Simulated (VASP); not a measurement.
# In3SbTe2 (P6/mmm) in VASP: a series of runs, part 2 of 2

VASP 6.6.1.

**3. Single point, PBE**

This run uses another cell than the first one, of 31.74 Å³/atom.

Input file INCAR:

```
SYSTEM = In3SbTe2
PREC = Accurate
ENCUT = 520
EDIFF = 1E-7
ISMEAR = 0
SIGMA = 0.1
LREAL = .FALSE.
LASPH = .TRUE.
NELM = 100
ALGO = Normal
ISIF = 2
LWAVE = .FALSE.
LCHARG = .FALSE.
GGA = PE
NBANDS = 37
```

Input file KPOINTS:

```
regular mesh
0
G
  6 6 2
  0 0 0
```

Input file POSCAR:

```
In3SbTe2
1.0
    5.1635276400      0.0000000000      0.0000000000
   -2.5817638200      4.4717461100      0.0000000000
    0.0000000000      0.0000000000      8.2480167900
In Sb Te
3 1 2
Direct
    0.5000000000      0.0000000000      0.5000000000
    0.0000000000      0.5000000000      0.5000000000
    0.5000000000      0.5000000000      0.5000000000
    0.0000000000      0.0000000000      0.5000000000
    0.3333333300      0.6666666700      0.0000000000
    0.6666666700      0.3333333300      0.0000000000
```

Potentials or basis: VASP PAW PBE potentials, release 64 (In_d, Sb, Te).

On the command line:

```sh
$ cat potpaw_PBE.64/In_d/POTCAR potpaw_PBE.64/Sb/POTCAR potpaw_PBE.64/Te/POTCAR > POTCAR
$ mpirun -np 1 vasp_std > vasp.out
```

OUTCAR:

```text
SYSTEM = In3SbTe2
   PREC = Accurate
   ENCUT = 520
   EDIFF = 1E-7
   ISMEAR = 0
   LREAL = .FALSE.
   LASPH = .TRUE.
   NELM = 100
   ISIF = 2
   GGA = PE

 ion  position               nearest neighbor table
   1  0.500  0.000  0.500-   4 2.58   4 2.58   2 2.58   3 2.58   3 2.58   2 2.58
   2  0.000  0.500  0.500-   3 2.58   3 2.58   4 2.58   4 2.58   1 2.58   1 2.58
   3  0.500  0.500  0.500-   2 2.58   2 2.58   4 2.58   1 2.58   1 2.58   4 2.58
   4  0.000  0.000  0.500-   1 2.58   1 2.58   3 2.58   2 2.58   2 2.58   3 2.58
   5  0.333  0.667  0.000-   6 2.98   6 2.98   6 2.98
   6  0.667  0.333  0.000-   5 2.98   5 2.98   5 2.98

  LATTYP: Found a hexagonal cell.
 ALAT       =     5.1635276400
 C/A-ratio  =     1.5973608287

  Lattice vectors:

 A1 = (   5.1635276400,   0.0000000000,   0.0000000000)
 A2 = (  -2.5817638200,   4.4717461100,   0.0000000000)
 A3 = (   0.0000000000,   0.0000000000,   8.2480167900)

Analysis of symmetry for initial positions (statically):
=====================================================================
 Subroutine PRICEL returns:
 Original cell was already a primitive cell.

 Routine SETGRP: Setting up the symmetry group for a
 hexagonal supercell.

 Subroutine GETGRP returns: Found 24 space group operations
 (whereof 24 operations were pure point group operations)
 out of a pool of 24 trial point group operations.

The static configuration has the point symmetry D_6h.

Analysis of symmetry for dynamics (positions and initial velocities):
=====================================================================
 Subroutine PRICEL returns:
 Original cell was already a primitive cell.

 Routine SETGRP: Setting up the symmetry group for a
 hexagonal supercell.

 Subroutine GETGRP returns: Found 24 space group operations
 (whereof 24 operations were pure point group operations)
 out of a pool of 24 trial point group operations.

The dynamic configuration has the point symmetry D_6h.

 Subroutine INISYM returns: Found 24 space group operations
 (whereof 24 operations are pure point group operations),
 and found     1 'primitive' translations

----------------------------------------------------------------------------------------

                                     Primitive cell

  volume of cell :     190.4466

  direct lattice vectors                    reciprocal lattice vectors
     5.163527640  0.000000000  0.000000000     0.193666050  0.111813146  0.000000000
    -2.581763820  4.471746110  0.000000000     0.000000000  0.223626292  0.000000000
     0.000000000  0.000000000  8.248016790     0.000000000  0.000000000  0.121241266

  length of vectors
     5.163527640  5.163527641  8.248016790     0.223626292  0.223626292  0.121241266

  position of ions in fractional coordinates (direct lattice)
     0.500000000  0.000000000  0.500000000
     0.000000000  0.500000000  0.500000000
     0.500000000  0.500000000  0.500000000
     0.000000000  0.000000000  0.500000000
     0.333333330  0.666666670  0.000000000
     0.666666670  0.333333330  0.000000000

  ion indices of the primitive-cell ions
[... 38 lines left out ...]
  0.333333  0.000000  0.000000      6.000000
  0.500000  0.000000  0.000000      3.000000
  0.166667  0.166667  0.000000      6.000000
  0.333333  0.166667  0.000000     12.000000
  0.333333  0.333333  0.000000      2.000000
  0.000000  0.000000  0.500000      1.000000
  0.166667  0.000000  0.500000      6.000000
  0.333333  0.000000  0.500000      6.000000
  0.500000  0.000000  0.500000      3.000000
  0.166667  0.166667  0.500000      6.000000
  0.333333  0.166667  0.500000     12.000000
  0.333333  0.333333  0.500000      2.000000
   k-points           NKPTS =     14   k-points in BZ     NKDIM =     14   number of bands    NBANDS=     37
   number of dos      NEDOS =    301   number of ions     NIONS =      6
   total plane-waves  NPLWV = 102400
   dimension x,y,z NGX =    40 NGY =   40 NGZ =   64
   dimension x,y,z NGXF=    80 NGYF=   80 NGZF=  128
   ions per type =               3   1   2
   NGX,Y,Z   is equivalent  to a cutoff of  12.88, 12.88, 12.90 a.u.
   NGXF,Y,Z  is equivalent  to a cutoff of  25.76, 25.76, 25.80 a.u.
 SYSTEM =  In3SbTe2
   PREC   = accura    normal or accurate (medium, high low for compatibility)
   ISTART =      0    job   : 0-new  1-cont  2-samecut
   ICHARG =      2    charge: 1-file 2-atom 10-const
   ISPIN  =      1    spin polarized calculation?
   LNONCOLLINEAR =      F non collinear calculations
   LSORBIT =      F    spin-orbit coupling
   LASPH  =      T    aspherical Exc in radial PAW
   ENCUT  =  520.0 eV  38.22 Ry    6.18 a.u.   9.60  9.60 15.34*2*pi/ulx,y,z
   NELM   =    100;   NELMIN=  2; NELMDL= -5     # of ELM steps
   EDIFF  = 0.1E-06   stopping-criterion for ELM
   LREAL  =      F    real-space projection
   EDIFFG = 0.1E-05   stopping-criterion for IOM
   NSW    =      0    number of steps for IOM
   IBRION =     -1    ionic relax: 0-MD 1-quasi-New 2-CG
   NFREE  =      0    steps in history (QN), initial steepest desc. (CG)
   ISIF   =      2    stress and relaxation
   ISYM   =      2    0-nonsym 1-usesym 2-fastsym
   POTIM  = 0.5000    time-step for ionic-motion
   TEBEG  =    0.0;   TEEND  =   0.0 temperature during run
   PSTRESS=    0.0 pullay stress
   NELECT =      56.0000    total number of electrons
   NUPDOWN=      -1.0000    fix difference up-down
   EMIN   =  10.00;   EMAX   =-10.00  energy-range for DOS
   EFERMI =   0.00;   METHOD = LEGACY
   ISMEAR =     0;   SIGMA  =   0.10  broadening in eV -4-tet -1-fermi 0-gaus
   EFERMI_NEDOS =   21; number of points for ismear=-14 and -15
   IALGO  =     38    algorithm
   IMIX   =      4    mixing-type and parameters
     AMIX     =   0.40;   BMIX     =  1.00
     AMIX_MAG =   1.60;   BMIX_MAG =  1.00
  volume/ion in A,a.u.               =      31.74       214.20
  Fermi-wavevector in a.u.,A,eV,Ry     =   1.088629  2.057210 16.124434  1.185112
  Thomas-Fermi vector in A             =   2.224814
   LORBIT       =      0    0 simple, 1 ext, 2 COOP (PROOUT), +10 PAW based schemes
   GGA     = PE    functional components
   LHFCALC =     F    Hartree Fock is set to
   AEXX    =    0.0000 exact exchange contribution
   IVDW    =     0    specifies the selected vdW correction
   LEPSILON=     F    determine dielectric tensor
   LRPA    =     F    only Hartree local field effects (RPA)
 non-spin polarized calculation
 Gauss-broadening in eV      SIGMA  =   0.10
  energy-cutoff  :      520.00
  volume of cell :      190.45
 maximum number of plane-waves:      5155
 NGX is ok and might be reduce to    40
   NGX = 19   NGY = 19   NGZ = 31

 number of electron      56.0000007 magnetization

 Free energy of the ion-electron system (eV)
  ---------------------------------------------------
  ext. energy  EPLUGINS =         0.00000000
  ---------------------------------------------------
  free energy    TOTEN  =        -8.85091917 eV

  energy without entropy =       -8.81722544  energy(sigma->0) =       -8.83407230

 E-fermi :   6.1588     XC(G=0):  -8.8934

 val. band max:        6.1456628253   @ k =   0.0000   0.0000   0.0000
 cond. band min:       6.1642233329   @ k =   0.3333   0.1667   0.0000
 fundamental gap:      0.0185605076
 Fermi energy:         6.1588022888

 k-point     1 :       0.0000    0.0000    0.0000
  band No.  band energies     occupation
      1     -11.4048      2.00000
      2     -10.9600      2.00000
      3     -10.9600      2.00000
      4     -10.8744      2.00000
      5     -10.3554      2.00000
      6     -10.0011      2.00000
[... 549 lines left out ...]
     36      12.1405      0.00000
     37      12.1405      0.00000

------------------------ aborting loop because EDIFF is reached ----------------------------------------

  FORCE on cell =-STRESS in cart. coord.  units (eV):
  Direction    XX          YY          ZZ          XY          YZ          ZX
  --------------------------------------------------------------------------------------
  -------------------------------------------------------------------------------------
  Total       46.1340076     46.1340076     -2.3123499      0.0000000      0.0000000      0.0000000
  in kB      388.1133532    388.1133534    -19.4531953      0.0000000      0.0000000      0.0000000
  external PRESSURE =     252.2578371 kB  Pullay stress =       0.0000000 kB

 VOLUME and BASIS-vectors are now :
 -----------------------------------------------------------------------------
  energy-cutoff  :      520.00
  volume of cell :      190.45
      direct lattice vectors                 reciprocal lattice vectors
     5.163527640  0.000000000  0.000000000     0.193666050  0.111813146  0.000000000
    -2.581763820  4.471746110  0.000000000     0.000000000  0.223626292  0.000000000
     0.000000000  0.000000000  8.248016790     0.000000000  0.000000000  0.121241266

 POSITION                                       TOTAL-FORCE (eV/Angst)
 -----------------------------------------------------------------------------------
      2.58176      0.00000      4.12401         0.000000      0.000000      0.000000
     -1.29088      2.23587      4.12401         0.000000      0.000000      0.000000
      1.29088      2.23587      4.12401        -0.000000      0.000000      0.000000
      0.00000      0.00000      4.12401         0.000000      0.000000      0.000000
     -0.00000      2.98116      0.00000        -0.000000     -0.000000      0.000000
      2.58176      1.49058      0.00000         0.000000      0.000000      0.000000
 -----------------------------------------------------------------------------------
    total drift:                               -0.000000      0.000000     -0.000000

  FREE ENERGIE OF THE ION-ELECTRON SYSTEM (eV)
  ---------------------------------------------------
  free  energy   TOTEN  =        -8.8509191699 eV

  energy  without entropy=       -8.8172254381  energy(sigma->0) =       -8.83407230
```

Wall time 5 min (1 thread of Intel Xeon 8259CL, shared host); peak memory 0.36 GiB.

What came out:

```yaml
Free_energy: -8.8509 eV
Pressure: 25.2 GPa
Band_gap_on_the_k_mesh: zero (bands 28 and 29 overlap by 1.76 eV)
```

Stress tensor (GPa, compression positive):
```
38.81  0.00  0.00
 0.00 38.81  0.00
 0.00  0.00 -1.95
```

Levels at points of the mesh, in eV from the Fermi level:
| k point | band 24 | band 25 | band 26 | band 27 | band 28 | band 29 | band 30 | band 31 | band 32 | band 33 |
| --- | --- | --- | --- | --- | --- | --- | --- | --- | --- | --- |
| (0.00, 0.00, 0.00) | -3.94 | -3.94 | -2.41 | -1.70 | -1.70 | -0.01 | -0.01 | 0.20 | 1.89 | 2.85 |
| (0.50, 0.00, 0.00) | -2.84 | -2.81 | -1.12 | -0.23 | 1.13 | 2.01 | 2.01 | 2.17 | 2.24 | 2.56 |
| (0.00, 0.00, 0.50) | -3.93 | -3.93 | -3.12 | -1.75 | -1.75 | -0.03 | -0.03 | 0.32 | 1.57 | 3.53 |
| (0.50, 0.00, 0.50) | -2.31 | -2.29 | -1.47 | -1.27 | 1.15 | 1.95 | 2.01 | 2.07 | 2.28 | 2.49 |

Caveat: the k points lie up to 0.38 Å⁻¹ apart, too coarse for converged energies and pressures of a metal; spin-orbit coupling is left out, which moves the levels of the heavy elements.

**4. Single point, PBE**

This run uses another cell than the first one, of 33.14 Å³/atom.

Input file INCAR:

```
SYSTEM = In3SbTe2
PREC     = Accurate       ! precision mode
ENCUT    = 520            ! plane-wave cutoff, eV
EDIFF    = 1E-6           ! SCF threshold, eV
ISMEAR   = 0              ! smearing method
SIGMA    = 0.1            ! smearing width, eV
LREAL    = .False.        ! projectors in reciprocal space
LASPH    = .True.         ! aspherical terms in the spheres
NELM     = 80             ! most SCF steps
ALGO     = Normal         ! electronic algorithm
ISIF     = 2              ! what is computed and relaxed
LWAVE    = .False.        ! write WAVECAR
LCHARG   = .False.        ! write CHGCAR
GGA      = PE             ! functional
NBANDS   = 37             ! bands
```

Input file KPOINTS:

```
regular mesh
0
Gamma
  6 6 2
  0 0 0
```

Input file POSCAR:

```
In3SbTe2
1.0
    7.0431965575      0.0000000000      0.0000000000
   -3.5215982787      6.0995871426      0.0000000000
    0.0000000000      0.0000000000      4.6279774044
In Sb Te
3 1 2
Direct
    0.5000000000      0.0000000000      0.5000000000
    0.0000000000      0.5000000000      0.5000000000
    0.5000000000      0.5000000000      0.5000000000
    0.0000000000      0.0000000000      0.5000000000
    0.3333333333      0.6666666667      0.0000000000
    0.6666666667      0.3333333333      0.0000000000
```

On the command line:

```sh
$ cat potpaw_PBE.64/In_d/POTCAR potpaw_PBE.64/Sb/POTCAR potpaw_PBE.64/Te/POTCAR > POTCAR
$ mpirun -np 1 vasp_std > vasp.out
```

It took 3.7 min on 1 thread of Intel Xeon 8259CL, shared host; peak memory 0.36 GiB.

It converged, with:

```yaml
Free_energy: -18.0399 eV
Pressure: 0.0 GPa
Band_gap_on_the_k_mesh: zero (bands 28 and 29 overlap by 1.44 eV)
```

Stress tensor (GPa, compression positive):
```
 0.11  0.00  0.00
 0.00  0.11  0.00
 0.00  0.00 -0.30
```

Levels at points of the mesh, in eV from the Fermi level:
| k point | band 26 | band 27 | band 28 | band 29 | band 30 | band 31 |
| --- | --- | --- | --- | --- | --- | --- |
| (0.00, 0.00, 0.00) | -0.17 | -0.17 | 0.26 | 0.73 | 1.44 | 1.44 |
| (0.50, 0.00, 0.00) | -1.21 | -1.00 | 0.55 | 0.57 | 1.18 | 1.92 |
| (0.00, 0.00, 0.50) | -2.09 | -1.10 | -0.89 | -0.89 | 2.81 | 3.49 |
| (0.50, 0.00, 0.50) | -0.70 | -0.61 | -0.49 | -0.33 | 1.62 | 1.77 |

Caveat: the k points lie up to 0.68 Å⁻¹ apart, too coarse for converged energies and pressures of a metal; spin-orbit coupling is left out, which moves the levels of the heavy elements.

**5. Summary**

| cell | k mesh | gap on the mesh (eV) | pressure (GPa) |
| --- | --- | --- | --- |
| a = 7.185, b = 7.185, c = 4.520 Å, angles 90.0, 90.0, 120.0°, 6 atoms | 3 × 3 × 4 | none | 0.0 |
| a = 5.164, b = 5.164, c = 8.248 Å, angles 90.0, 90.0, 120.0°, 6 atoms | 6 × 6 × 2 | none | 25.2 |
| a = 7.043, b = 7.043, c = 4.628 Å, angles 90.0, 90.0, 120.0°, 6 atoms | 6 × 6 × 2 | none | 0.0 |

Alike in all rows: task single point; level PBE; potentials or basis VASP PAW PBE potentials, release 64 (In_d, Sb, Te); no spin polarisation; cutoff (eV) 520; smearing gaussian 0.1 eV.

Caveats: some runs use coarse meshes; spin-orbit coupling is left out, which moves the levels of the heavy elements.

Absolute energies hang on the potentials; compare differences alone.
